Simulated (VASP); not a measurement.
# YN (Fm-3m) in VASP: single point with r2SCAN

Aim: the single point of YN with r2SCAN.

All numbers are computed with VASP 6.6.1; they aren't measurements. Logs are shortened: lines on timing, memory, paths and dates and some standing lists are left out, and cuts for length are marked.

## (1) The cell of the first run

It takes space group Fm-3m (No. 225, cubic). Conventional cell: a = 4.942 Å, b = 4.942 Å, c = 4.942 Å, α = 90.00°, β = 90.00°, γ = 90.00°. Y (site symmetry m-3m) has 6 N at 2.47 Å within 3.3 Å. Within 3.3 Å of N (site symmetry m-3m) lie 6 Y at 2.47 Å.

## (2) Single point, r2SCAN

Contents of POSCAR:

```
YN
1.0
    0.0000000000      2.4712110000      2.4712110000
    2.4712110000      0.0000000000      2.4712110000
    2.4712110000      2.4712110000      0.0000000000
Y N
1 1
Direct
    0.0000000000      0.0000000000      0.0000000000
    0.5000000000      0.5000000000      0.5000000000
```

Contents of INCAR.step1:

```
SYSTEM = YN
PREC = Accurate
ENCUT = 660
ISMEAR = -1
SIGMA = 0.1
LREAL = .FALSE.
LASPH = .TRUE.
NELM = 120
NBANDS = 15
GGA = PE
ALGO = Normal
EDIFF = 1E-5
LWAVE = .TRUE.
LCHARG = .FALSE.
GGA_COMPAT = .FALSE.
```

Contents of INCAR.step2:

```
SYSTEM = YN
PREC = Accurate
ENCUT = 660
EDIFF = 1E-6
ISMEAR = -1
SIGMA = 0.1
LREAL = .FALSE.
LASPH = .TRUE.
NELM = 120
ALGO = Normal
ISIF = 2
LWAVE = .FALSE.
LCHARG = .TRUE.
METAGGA = R2SCAN
LMIXTAU = .TRUE.
LELF = .TRUE.
LVHAR = .TRUE.
NBANDS = 15
ISTART = 1
GGA_COMPAT = .FALSE.
```

Contents of KPOINTS:

```
Automatic mesh
0
G
  12 12 12
  0 0 0
```

Potentials or basis: VASP PAW PBE potentials, release 64 (Y_sv, N).

Run with:

```sh
$ cat potpaw_PBE.64/Y_sv/POTCAR potpaw_PBE.64/N/POTCAR > POTCAR
$ cp INCAR.step1 INCAR
$ mpirun -np 1 vasp_std > vasp.out
$ cp INCAR.step2 INCAR
$ mpirun -np 1 vasp_std > vasp.out
```

OUTCAR:

```text
SYSTEM = YN
   PREC = Accurate
   ENCUT = 660
   EDIFF = 1E-6
   ISMEAR = -1
   LREAL = .FALSE.
   LASPH = .TRUE.
   NELM = 120
   ISIF = 2
   METAGGA = R2SCAN
   ISTART = 1

 ion  position               nearest neighbor table
   1  0.000  0.000  0.000-   2 2.47   2 2.47   2 2.47   2 2.47   2 2.47   2 2.47
   2  0.500  0.500  0.500-   1 2.47   1 2.47   1 2.47   1 2.47   1 2.47   1 2.47

  LATTYP: Found a face centered cubic cell.
 ALAT       =     4.9424220000

  Lattice vectors:

 A1 = (   0.0000000000,   2.4712110000,   2.4712110000)
 A2 = (   2.4712110000,   0.0000000000,   2.4712110000)
 A3 = (   2.4712110000,   2.4712110000,   0.0000000000)

Analysis of symmetry for initial positions (statically):
=====================================================================
 Subroutine PRICEL returns:
 Original cell was already a primitive cell.

 Routine SETGRP: Setting up the symmetry group for a
 face centered cubic supercell.

 Subroutine GETGRP returns: Found 48 space group operations
 (whereof 48 operations were pure point group operations)
 out of a pool of 48 trial point group operations.

The static configuration has the point symmetry O_h .

Analysis of symmetry for dynamics (positions and initial velocities):
=====================================================================
 Subroutine PRICEL returns:
 Original cell was already a primitive cell.

 Routine SETGRP: Setting up the symmetry group for a
 face centered cubic supercell.

 Subroutine GETGRP returns: Found 48 space group operations
 (whereof 48 operations were pure point group operations)
 out of a pool of 48 trial point group operations.

The dynamic configuration has the point symmetry O_h .

 Subroutine INISYM returns: Found 48 space group operations
 (whereof 48 operations are pure point group operations),
 and found     1 'primitive' translations

----------------------------------------------------------------------------------------

                                     Primitive cell

  volume of cell :      30.1828

  direct lattice vectors                    reciprocal lattice vectors
     0.000000000  2.471211000  2.471211000    -0.202329951  0.202329951  0.202329951
     2.471211000  0.000000000  2.471211000     0.202329951 -0.202329951  0.202329951
     2.471211000  2.471211000  0.000000000     0.202329951  0.202329951 -0.202329951

  length of vectors
     3.494820112  3.494820112  3.494820112     0.350445755  0.350445755  0.350445755

  position of ions in fractional coordinates (direct lattice)
     0.000000000  0.000000000  0.000000000
     0.500000000  0.500000000  0.500000000

  ion indices of the primitive-cell ions
   primitive index   ion index
                 1           1
                 2           2

----------------------------------------------------------------------------------------

 KPOINTS: Automatic mesh

Automatic generation of k-mesh.
 Grid dimensions read from file:
 generate k-points for:   12   12   12

 Generating k-lattice:

  Cartesian coordinates                     Fractional coordinates (reciprocal lattice)
    -0.016860829  0.016860829  0.016860829     0.083333333  0.000000000  0.000000000
     0.016860829 -0.016860829  0.016860829     0.000000000  0.083333333  0.000000000
     0.016860829  0.016860829 -0.016860829     0.000000000  0.000000000  0.083333333

  Length of vectors
     0.029203813  0.029203813  0.029203813

  Shift w.r.t. Gamma in fractional coordinates (k-lattice)
     0.000000000  0.000000000  0.000000000

 Subroutine IBZKPT returns following result:
 ===========================================

 Found     72 irreducible k-points:

 Following reciprocal coordinates:
            Coordinates               Weight
  0.000000  0.000000  0.000000      1.000000
  0.083333  0.000000  0.000000      8.000000
  0.166667  0.000000  0.000000      8.000000
  0.250000  0.000000  0.000000      8.000000
  0.333333  0.000000  0.000000      8.000000
  0.416667  0.000000  0.000000      8.000000
[... 16 lines left out ...]
  0.500000  0.166667  0.000000     24.000000
 -0.416667  0.166667  0.000000     24.000000
 [... further k-points ...]
   k-points           NKPTS =     72   k-points in BZ     NKDIM =     72   number of bands    NBANDS=     15
   number of dos      NEDOS =    301   number of ions     NIONS =      2
   total plane-waves  NPLWV =  27000
   dimension x,y,z NGX =    30 NGY =   30 NGZ =   30
   dimension x,y,z NGXF=    60 NGYF=   60 NGZF=   60
   ions per type =               1   1
   NGX,Y,Z   is equivalent  to a cutoff of  14.27, 14.27, 14.27 a.u.
   NGXF,Y,Z  is equivalent  to a cutoff of  28.54, 28.54, 28.54 a.u.
 SYSTEM =  YN
   PREC   = accura    normal or accurate (medium, high low for compatibility)
   ISTART =      1    job   : 0-new  1-cont  2-samecut
   ICHARG =      0    charge: 1-file 2-atom 10-const
   ISPIN  =      1    spin polarized calculation?
   LNONCOLLINEAR =      F non collinear calculations
   LSORBIT =      F    spin-orbit coupling
   LASPH  =      T    aspherical Exc in radial PAW
   ENCUT  =  660.0 eV  48.51 Ry    6.96 a.u.   7.32  7.32  7.32*2*pi/ulx,y,z
   NELM   =    120;   NELMIN=  2; NELMDL=  0     # of ELM steps
   EDIFF  = 0.1E-05   stopping-criterion for ELM
   LREAL  =      F    real-space projection
   EDIFFG = 0.1E-04   stopping-criterion for IOM
   NSW    =      0    number of steps for IOM
   IBRION =     -1    ionic relax: 0-MD 1-quasi-New 2-CG
   NFREE  =      0    steps in history (QN), initial steepest desc. (CG)
   ISIF   =      2    stress and relaxation
   ISYM   =      2    0-nonsym 1-usesym 2-fastsym
   POTIM  = 0.5000    time-step for ionic-motion
   TEBEG  =    0.0;   TEEND  =   0.0 temperature during run
   PSTRESS=    0.0 pullay stress
   NELECT =      16.0000    total number of electrons
   NUPDOWN=      -1.0000    fix difference up-down
   EMIN   =  10.00;   EMAX   =-10.00  energy-range for DOS
   EFERMI =   0.00;   METHOD = LEGACY
   ISMEAR =    -1;   SIGMA  =   0.10  broadening in eV -4-tet -1-fermi 0-gaus
   EFERMI_NEDOS =   21; number of points for ismear=-14 and -15
   IALGO  =     38    algorithm
   IMIX   =      4    mixing-type and parameters
     AMIX     =   0.40;   BMIX     =  1.00
     AMIX_MAG =   1.60;   BMIX_MAG =  1.00
  volume/ion in A,a.u.               =      15.09       101.84
  Fermi-wavevector in a.u.,A,eV,Ry     =   1.324936  2.503767 23.884432  1.755456
  Thomas-Fermi vector in A             =   2.454434
   LORBIT       =      0    0 simple, 1 ext, 2 COOP (PROOUT), +10 PAW based schemes
   METAGGA = R2SCAN    functional components
   LHFCALC =     F    Hartree Fock is set to
   AEXX    =    0.0000 exact exchange contribution
   IVDW    =     0    specifies the selected vdW correction
   LEPSILON=     F    determine dielectric tensor
   LRPA    =     F    only Hartree local field effects (RPA)
 non-spin polarized calculation
  energy-cutoff  :      660.00
  volume of cell :       30.18
 maximum number of plane-waves:      1211
 NGX is ok and might be reduce to    30
   NGX = 15   NGY = 15   NGZ = 15

 number of electron      16.0000000 magnetization

 Free energy of the ion-electron system (eV)
  ---------------------------------------------------
  ext. energy  EPLUGINS =         0.00000000
  ---------------------------------------------------
  free energy    TOTEN  =       -33.43100020 eV

  energy without entropy =      -33.43064937  energy(sigma->0) =      -33.43082478

 E-fermi :   4.1835     XC(G=0): -11.7073

 val. band max:        3.8260429944   @ k =   0.0000   0.0000   0.0000
 cond. band min:       4.4690625647   @ k =   0.5000   0.5000   0.0000
 fundamental gap:      0.6430195703
 Fermi energy:         4.1834816263

 k-point     1 :       0.0000    0.0000    0.0000
  band No.  band energies     occupation
      1     -38.4891      2.00000
      2     -17.4978      2.00000
      3     -17.4978      2.00000
      4     -17.4978      2.00000
      5      -9.7518      2.00000
      6       3.8260      1.94547
      7       3.8260      1.94547
      8       3.8260      1.94546
      9       7.3544      0.00000
     10       7.3544      0.00000
     11       7.3544      0.00000
     12       8.3937      0.00000
     13       9.2956      0.00000
     14       9.2956      0.00000
     15      15.3441      0.00000

 k-point     2 :       0.0833    0.0000    0.0000
  band No.  band energies     occupation
      1     -38.4820      2.00000
      2     -17.5767      2.00000
      3     -17.5027      2.00000
      4     -17.5027      2.00000
      5      -9.6396      2.00000
      6       3.3953      1.99925
      7       3.5933      1.99455
      8       3.5933      1.99454
      9       7.4124      0.00000
     10       7.5236      0.00000
     11       7.5236      0.00000
     12       8.7995      0.00000
     13       9.6447      0.00000
     14       9.6447      0.00000
     15      15.7840      0.00000

 k-point     3 :       0.1667    0.0000    0.0000
  band No.  band energies     occupation
      1     -38.4628      2.00000
      2     -17.7833      2.00000
      3     -17.5161      2.00000
      4     -17.5161      2.00000
      5      -9.3386      2.00000
      6       2.4654      2.00000
      7       3.0660      1.99997
      8       3.0660      1.99997
      9       7.5580      0.00000
     10       7.9854      0.00000
     11       7.9854      0.00000
     12       9.7531      0.00000
     13      10.5371      0.00000
     14      10.5371      0.00000
     15      16.9060      0.00000
[... 343 lines left out ...]
 k-point    23 :       0.5000    0.1667    0.0000
  band No.  band energies     occupation
      1     -38.3747      2.00000
      2     -18.3957      2.00000
      3     -17.7041      2.00000
      4     -17.6259      2.00000
      5      -8.4458      2.00000
      6       0.4981      2.00000
      7       1.8245      2.00000
      8       2.0108      2.00000
      9       8.1119      0.00000
     10      10.2441      0.00000
     11      10.8138      0.00000
     12      12.1592      0.00000
     13      13.3688      0.00000
     14      14.5122      0.00000
     15      17.1509      0.00000

 k-point    24 :      -0.4167    0.1667    0.0000
  band No.  band energies     occupation
      1     -38.3729      2.00000
      2     -18.4095      2.00000
      3     -17.7358      2.00000
      4     -17.6029      2.00000
      5      -8.3852      2.00000
      6       0.3782      2.00000
      7       1.8100      2.00000
      8       1.9086      2.00000
      9       9.1002      0.00000
     10       9.5684      0.00000
     11      10.3852      0.00000
     12      12.2000      0.00000
     13      14.1600      0.00000
     14      14.4145      0.00000
     15      17.2057      0.00000

 [... further k-points ...]
[... 5 lines left out ...]
  --------------------------------------------------------------------------------------
  -------------------------------------------------------------------------------------
  Total       -0.8510641     -0.8510641     -0.8510641      0.0000000      0.0000000      0.0000000
  in kB      -45.1765804    -45.1765804    -45.1765804      0.0000000      0.0000000      0.0000000
  external PRESSURE =     -45.1765804 kB  Pullay stress =       0.0000000 kB

 VOLUME and BASIS-vectors are now :
 -----------------------------------------------------------------------------
  energy-cutoff  :      660.00
  volume of cell :       30.18
      direct lattice vectors                 reciprocal lattice vectors
     0.000000000  2.471211000  2.471211000    -0.202329951  0.202329951  0.202329951
     2.471211000  0.000000000  2.471211000     0.202329951 -0.202329951  0.202329951
     2.471211000  2.471211000  0.000000000     0.202329951  0.202329951 -0.202329951

 POSITION                                       TOTAL-FORCE (eV/Angst)
 -----------------------------------------------------------------------------------
      0.00000      0.00000      0.00000         0.000000      0.000000      0.000000
      2.47121      2.47121      2.47121        -0.000000     -0.000000     -0.000000
 -----------------------------------------------------------------------------------
    total drift:                                0.000000      0.000000      0.000000

  FREE ENERGIE OF THE ION-ELECTRON SYSTEM (eV)
  ---------------------------------------------------
  free  energy   TOTEN  =       -33.4310001951 eV

  energy  without entropy=      -33.4306493691  energy(sigma->0) =      -33.43082478
```

Run time: 3.9 min. Hardware: 1 thread of AMD EPYC 7R43 (Zen 3), shared host; peak memory 0.19 GiB.

What came out:

```yaml
Free_energy: -33.4310 eV
Pressure: -4.5 GPa
Band_gap_on_the_k_mesh: 0.64 eV, indirect (least direct gap 1.07 eV)
```

Caveat: the PAW data sets were made with another functional, which shifts forces and pressure a little. r2SCAN opens gaps a little over a GGA but as a rule still falls short of measured ones.
